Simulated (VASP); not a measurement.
# SiB5 (P3m1) in VASP: single point with PBE

Aim: the single point of SiB5 with PBE.

Program: VASP 6.6.1. These are calculated values, not measurements. Logs are shortened: lines on timing, memory, paths and dates and some standing lists are left out, and cuts for length are marked.

## (1) The cell of the first run

Symmetry: P3m1, No. 156, trigonal system. The conventional cell has a = 2.886 Å, b = 2.886 Å, c = 6.873 Å, α = 90.00°, β = 90.00°, γ = 120.00°. Within 2.8 Å of Si (site symmetry 3m) lie 7 B at 2.10 to 2.19 Å. Within 2.2 Å of B (site symmetry 3m) lie 7 B at 1.66 to 1.92 Å. Within 2.2 Å of B (site symmetry 3m) lie 4 B at 1.65 to 1.87 Å. Within 2.4 Å of B (site symmetry 3m) lie 6 B at 1.81 to 1.92 Å and 1 Si at 2.13 Å. B (site symmetry 3m) has 4 B at 1.66 to 1.81 Å and 3 Si at 2.19 Å within 2.2 Å. B (site symmetry 3m) has 1 B at 1.65 Å and 3 Si at 2.10 Å within 2.2 Å.

## (2) Single point, PBE

Input file INCAR:

```
SYSTEM = SiB5
PREC = Accurate ; ENCUT = 500
EDIFF = 1E-6 ; ISMEAR = 0
SIGMA = 0.2 ; LREAL = .False.
LASPH = .True. ; NELM = 120
ALGO = Normal ; ISIF = 2
LWAVE = .False. ; LCHARG = .False.
GGA = PE ; NBANDS = 18
GGA_COMPAT = .False.
```

Input file KPOINTS:

```
Automatic mesh
0
Gamma
  6 6 3
  0 0 0
```

Input file POSCAR:

```
SiB5
1.0
    2.8856802244      0.0000000000      0.0000000000
   -1.4428401122      2.4990723816      0.0000000000
    0.0000000000      0.0000000000      6.8725121527
Si B
1 5
Direct
    0.0000000000      0.0000000000      0.0660426631
    0.6666666667      0.3333333333      0.5148250369
    0.3333333333      0.6666666667      0.6390293495
    0.0000000000      0.0000000000      0.3766962719
    0.6666666667      0.3333333333      0.2739503945
    0.3333333333      0.6666666667      0.8794562841
```

Potentials or basis: VASP PAW PBE potentials, release 64 (Si, B).

Launch:

```bash
> cat potpaw_PBE.64/Si/POTCAR potpaw_PBE.64/B/POTCAR > POTCAR
> mpirun -np 1 vasp_std > vasp.out
```

OUTCAR:

```text
SYSTEM = SiB5
   PREC = Accurate
   ENCUT = 500
   EDIFF = 1E-6
   ISMEAR = 0
   LREAL = .False.
   LASPH = .True.
   NELM = 120
   ISIF = 2
   GGA = PE

 ion  position               nearest neighbor table
   1  0.000  0.000  0.066-   6 2.10   6 2.10   6 2.10   4 2.13   5 2.19   5 2.19   5 2.19
   2  0.667  0.333  0.515-   5 1.66   3 1.87   3 1.87   3 1.87   4 1.92   4 1.92   4 1.92
   3  0.333  0.667  0.639-   6 1.65   2 1.87   2 1.87   2 1.87
   4  0.000  0.000  0.377-   5 1.81   5 1.81   5 1.81   2 1.92   2 1.92   2 1.92   1 2.13
   5  0.667  0.333  0.274-   2 1.66   4 1.81   4 1.81   4 1.81   1 2.19   1 2.19   1 2.19
   6  0.333  0.667  0.879-   3 1.65   1 2.10   1 2.10   1 2.10

  LATTYP: Found a hexagonal cell.
 ALAT       =     2.8856802244
 C/A-ratio  =     2.3815917282

  Lattice vectors:

 A1 = (   2.8856802244,   0.0000000000,   0.0000000000)
 A2 = (  -1.4428401122,   2.4990723816,   0.0000000000)
 A3 = (   0.0000000000,   0.0000000000,   6.8725121527)

Analysis of symmetry for initial positions (statically):
=====================================================================
 Subroutine PRICEL returns:
 Original cell was already a primitive cell.

 Routine SETGRP: Setting up the symmetry group for a
 hexagonal supercell.

 Subroutine GETGRP returns: Found  6 space group operations
 (whereof  6 operations were pure point group operations)
 out of a pool of 24 trial point group operations.

The static configuration has the point symmetry C_3v.

Analysis of symmetry for dynamics (positions and initial velocities):
=====================================================================
 Subroutine PRICEL returns:
 Original cell was already a primitive cell.

 Routine SETGRP: Setting up the symmetry group for a
 hexagonal supercell.

 Subroutine GETGRP returns: Found  6 space group operations
 (whereof  6 operations were pure point group operations)
 out of a pool of 24 trial point group operations.

The dynamic configuration has the point symmetry C_3v.

 Subroutine INISYM returns: Found  6 space group operations
 (whereof  6 operations are pure point group operations),
 and found     1 'primitive' translations

----------------------------------------------------------------------------------------

                                     Primitive cell

  volume of cell :      49.5613

  direct lattice vectors                    reciprocal lattice vectors
     2.885680224  0.000000000  0.000000000     0.346538744  0.200074237  0.000000000
    -1.442840112  2.499072382  0.000000000     0.000000000  0.400148474  0.000000000
     0.000000000  0.000000000  6.872512153     0.000000000  0.000000000  0.145507200

  length of vectors
     2.885680224  2.885680224  6.872512153     0.400148474  0.400148474  0.145507200

  position of ions in fractional coordinates (direct lattice)
     0.000000000  0.000000000  0.066042663
     0.666666667  0.333333333  0.514825037
     0.333333333  0.666666667  0.639029349
     0.000000000  0.000000000  0.376696272
     0.666666667  0.333333333  0.273950394
     0.333333333  0.666666667  0.879456284

  ion indices of the primitive-cell ions
   primitive index   ion index
                 1           1
                 2           2
                 3           3
                 4           4
                 5           5
                 6           6

----------------------------------------------------------------------------------------

 KPOINTS: Automatic mesh

Automatic generation of k-mesh.
 Grid dimensions read from file:
 generate k-points for:    6    6    3

 Generating k-lattice:

  Cartesian coordinates                     Fractional coordinates (reciprocal lattice)
     0.057756457  0.033345706  0.000000000     0.166666667 -0.000000000  0.000000000
     0.000000000  0.066691412  0.000000000     0.000000000  0.166666667  0.000000000
     0.000000000  0.000000000  0.048502400     0.000000000  0.000000000  0.333333333

  Length of vectors
     0.066691412  0.066691412  0.048502400

  Shift w.r.t. Gamma in fractional coordinates (k-lattice)
     0.000000000  0.000000000  0.000000000

 Subroutine IBZKPT returns following result:
 ===========================================

 Found     17 irreducible k-points:

 Following reciprocal coordinates:
            Coordinates               Weight
  0.000000  0.000000  0.000000      1.000000
  0.166667 -0.000000  0.000000      6.000000
  0.333333 -0.000000  0.000000      6.000000
  0.500000 -0.000000  0.000000      3.000000
  0.166667  0.166667  0.000000      6.000000
  0.333333  0.166667  0.000000     12.000000
[... 9 lines left out ...]
 -0.166667  0.500000  0.333333     12.000000
  0.333333  0.333333  0.333333      4.000000
   k-points           NKPTS =     17   k-points in BZ     NKDIM =     17   number of bands    NBANDS=     18
   number of dos      NEDOS =    301   number of ions     NIONS =      6
   total plane-waves  NPLWV =  28800
   dimension x,y,z NGX =    24 NGY =   24 NGZ =   50
   dimension x,y,z NGXF=    48 NGYF=   48 NGZF=  100
   ions per type =               1   5
   NGX,Y,Z   is equivalent  to a cutoff of  13.83, 13.83, 12.09 a.u.
   NGXF,Y,Z  is equivalent  to a cutoff of  27.65, 27.65, 24.19 a.u.
 SYSTEM =  SiB5
   PREC   = accura    normal or accurate (medium, high low for compatibility)
   ISTART =      0    job   : 0-new  1-cont  2-samecut
   ICHARG =      2    charge: 1-file 2-atom 10-const
   ISPIN  =      1    spin polarized calculation?
   LNONCOLLINEAR =      F non collinear calculations
   LSORBIT =      F    spin-orbit coupling
   LASPH  =      T    aspherical Exc in radial PAW
   ENCUT  =  500.0 eV  36.75 Ry    6.06 a.u.   5.26  5.26 12.53*2*pi/ulx,y,z
   NELM   =    120;   NELMIN=  2; NELMDL= -5     # of ELM steps
   EDIFF  = 0.1E-05   stopping-criterion for ELM
   LREAL  =      F    real-space projection
   EDIFFG = 0.1E-04   stopping-criterion for IOM
   NSW    =      0    number of steps for IOM
   IBRION =     -1    ionic relax: 0-MD 1-quasi-New 2-CG
   NFREE  =      0    steps in history (QN), initial steepest desc. (CG)
   ISIF   =      2    stress and relaxation
   ISYM   =      2    0-nonsym 1-usesym 2-fastsym
   POTIM  = 0.5000    time-step for ionic-motion
   TEBEG  =    0.0;   TEEND  =   0.0 temperature during run
   PSTRESS=    0.0 pullay stress
   NELECT =      19.0000    total number of electrons
   NUPDOWN=      -1.0000    fix difference up-down
   EMIN   =  10.00;   EMAX   =-10.00  energy-range for DOS
   EFERMI =   0.00;   METHOD = LEGACY
   ISMEAR =     0;   SIGMA  =   0.20  broadening in eV -4-tet -1-fermi 0-gaus
   EFERMI_NEDOS =   21; number of points for ismear=-14 and -15
   IALGO  =     38    algorithm
   IMIX   =      4    mixing-type and parameters
     AMIX     =   0.40;   BMIX     =  1.00
     AMIX_MAG =   1.60;   BMIX_MAG =  1.00
  volume/ion in A,a.u.               =       8.26        55.74
  Fermi-wavevector in a.u.,A,eV,Ry     =   1.189265  2.247384 19.243406  1.414350
  Thomas-Fermi vector in A             =   2.325376
   LORBIT       =      0    0 simple, 1 ext, 2 COOP (PROOUT), +10 PAW based schemes
   GGA     = PE    functional components
   LHFCALC =     F    Hartree Fock is set to
   AEXX    =    0.0000 exact exchange contribution
   IVDW    =     0    specifies the selected vdW correction
   LEPSILON=     F    determine dielectric tensor
   LRPA    =     F    only Hartree local field effects (RPA)
 non-spin polarized calculation
 Gauss-broadening in eV      SIGMA  =   0.20
  energy-cutoff  :      500.00
  volume of cell :       49.56
 maximum number of plane-waves:      1277
 NGX is ok and might be reduce to    24
   NGX = 11   NGY = 11   NGZ = 25

 number of electron      19.0000001 magnetization

 Free energy of the ion-electron system (eV)
  ---------------------------------------------------
  ext. energy  EPLUGINS =         0.00000000
  ---------------------------------------------------
  free energy    TOTEN  =       -35.52997488 eV

  energy without entropy =      -35.49396294  energy(sigma->0) =      -35.51196891

 E-fermi :   7.6839     XC(G=0): -11.6792

 val. band max:        7.6647319840   @ k =   0.3333  -0.0000   0.3333
 cond. band min:       7.7094038244   @ k =   0.0000   0.3333   0.3333
 fundamental gap:      0.0446718404
 Fermi energy:         7.6839159851

 k-point     1 :       0.0000    0.0000    0.0000
  band No.  band energies     occupation
      1      -8.5799      2.00000
      2      -5.7310      2.00000
      3      -4.0279      2.00000
      4       1.9371      2.00000
      5       2.8581      2.00000
      6       6.5706      2.00000
[... 10 lines left out ...]
     17      14.9944      0.00000
     18      16.7115      0.00000

 k-point     2 :       0.1667   -0.0000    0.0000
  band No.  band energies     occupation
      1      -8.0437      2.00000
      2      -5.1536      2.00000
      3      -3.5069      2.00000
      4       2.2199      2.00000
      5       3.1265      2.00000
      6       4.2329      2.00000
[... 10 lines left out ...]
     17      16.4147      0.00000
     18      16.7125      0.00000

 k-point     3 :       0.3333   -0.0000    0.0000
  band No.  band energies     occupation
      1      -6.4576      2.00000
      2      -3.4564      2.00000
      3      -2.0046      2.00000
      4      -0.1732      2.00000
      5       2.8667      2.00000
      6       3.3081      2.00000
[... 10 lines left out ...]
     17      16.1356      0.00000
     18      17.7552      0.00000

 k-point     4 :       0.5000   -0.0000    0.0000
  band No.  band energies     occupation
      1      -4.2415      2.00000
      2      -3.4834      2.00000
      3      -0.6909      2.00000
      4      -0.4849      2.00000
      5       0.4642      2.00000
      6       0.9241      2.00000
[... 228 lines left out ...]
      4       0.6672      2.00000
      5       0.9890      2.00000
      6       1.5329      2.00000
[... 10 lines left out ...]
     17      16.9324      0.00000
     18      17.4980      0.00000

 k-point    16 :      -0.1667    0.5000    0.3333
  band No.  band energies     occupation
      1      -4.8763      2.00000
      2      -2.4605      2.00000
      3      -1.5368      2.00000
      4       0.2141      2.00000
      5       1.2532      2.00000
      6       1.7899      2.00000
[... 10 lines left out ...]
     17      16.8138      0.00000
     18      17.9364      0.00000

 k-point    17 :       0.3333    0.3333    0.3333
  band No.  band energies     occupation
      1      -3.0217      2.00000
      2      -2.4771      2.00000
      3      -1.3062      2.00000
      4       0.2971      2.00000
      5       0.4943      2.00000
      6       0.9455      2.00000
[... 10 lines left out ...]
     17      18.4541      0.00000
     18      18.6078      0.00000

------------------------ aborting loop because EDIFF is reached ----------------------------------------

  FORCE on cell =-STRESS in cart. coord.  units (eV):
  Direction    XX          YY          ZZ          XY          YZ          ZX
  --------------------------------------------------------------------------------------
  -------------------------------------------------------------------------------------
  Total       -0.1194578     -0.1194578     -0.0560287     -0.0000000      0.0000000      0.0000000
  in kB       -3.8617358     -3.8617358     -1.8112522     -0.0000000      0.0000000      0.0000000
  external PRESSURE =      -3.1782413 kB  Pullay stress =       0.0000000 kB

 VOLUME and BASIS-vectors are now :
 -----------------------------------------------------------------------------
  energy-cutoff  :      500.00
  volume of cell :       49.56
      direct lattice vectors                 reciprocal lattice vectors
     2.885680224  0.000000000  0.000000000     0.346538744  0.200074237  0.000000000
    -1.442840112  2.499072382  0.000000000     0.000000000  0.400148474  0.000000000
     0.000000000  0.000000000  6.872512153     0.000000000  0.000000000  0.145507200

 POSITION                                       TOTAL-FORCE (eV/Angst)
 -----------------------------------------------------------------------------------
      0.00000      0.00000      0.45388         0.000000      0.000000     -0.021566
      1.44284      0.83302      3.53814        -0.000000      0.000000     -0.005153
     -0.00000      1.66605      4.39174        -0.000000      0.000000     -0.000111
      0.00000      0.00000      2.58885         0.000000      0.000000      0.033268
      1.44284      0.83302      1.88273        -0.000000     -0.000000     -0.013715
     -0.00000      1.66605      6.04407         0.000000     -0.000000      0.007277
 -----------------------------------------------------------------------------------
    total drift:                                0.000000      0.000000     -0.000131

  FREE ENERGIE OF THE ION-ELECTRON SYSTEM (eV)
  ---------------------------------------------------
  free  energy   TOTEN  =       -35.5299748758 eV

  energy  without entropy=      -35.4939629445  energy(sigma->0) =      -35.51196891
```

Run time: 7.4 s. Hardware: 1 thread of Intel Xeon 6975P-C (Granite Rapids), shared host; peak memory 0.16 GiB.

Results:

```yaml
Free_energy: -35.5300 eV
Pressure: -0.3 GPa
Largest_force: 0.033 eV/Å
```

Forces on the atoms (eV/Å):
```
Si   0.000  0.000 -0.022
B    0.000  0.000 -0.005
B    0.000  0.000  0.000
B    0.000  0.000  0.033
B    0.000  0.000 -0.014
B    0.000  0.000  0.007
```

Caveat: the k points lie up to 0.42 Å⁻¹ apart.
